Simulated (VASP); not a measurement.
Set up this calculation in VASP 6.6.1, as the native input.

```
Task                   : single point
Functional             : PBE
Potentials or basis    : VASP PAW PBE potentials, release 64 (Li_sv, Cl)
Cutoff                 : 520 eV
k mesh                 : 8 × 8 × 8
Occupations            : gaussian, width 0.02 eV
Spin                   : no spin polarisation
Dipole correction      : no
Further INCAR settings : ALGO = Normal; EDIFF = 1e-06; NBANDS = 12
```

The structure of LiCl lies in POSCAR:

```
LiCl
1.0
    0.0000000000      2.7299671230      2.7299671230
    2.7299671230      0.0000000000      2.7299671230
    2.7299671230      2.7299671230      0.0000000000
Li Cl
1 1
Direct
    0.0000000000      0.0000000000      0.0000000000
    0.2500000000      0.2500000000      0.2500000000
```

This cell differs from its parent crystal: volume scaled by 0.97.

The input as run:

INCAR

```
SYSTEM = LiCl
PREC = Accurate
ENCUT = 520
EDIFF = 1E-6
ISMEAR = 0
SIGMA = 0.02
LREAL = .FALSE.
LASPH = .TRUE.
NELM = 60
ALGO = Normal
ISIF = 2
LWAVE = .FALSE.
LCHARG = .FALSE.
GGA = PE
NBANDS = 12
```

KPOINTS

```
Automatic mesh
0
G
  8 8 8
  0 0 0
```

Potentials or basis: VASP PAW PBE potentials, release 64 (Li_sv, Cl).

Run with:

```console
$ cat potpaw_PBE.64/Li_sv/POTCAR potpaw_PBE.64/Cl/POTCAR > POTCAR
$ mpirun -np 1 vasp_std > vasp.out
```

It gave:

```yaml
Band_gap_on_the_k_mesh: 6.07 eV, direct
```

Run time: 13 s on 1 thread of AMD EPYC 7R43 64-Core Processor (Zen 3), with other jobs on the host, peak memory 0.13 GiB.
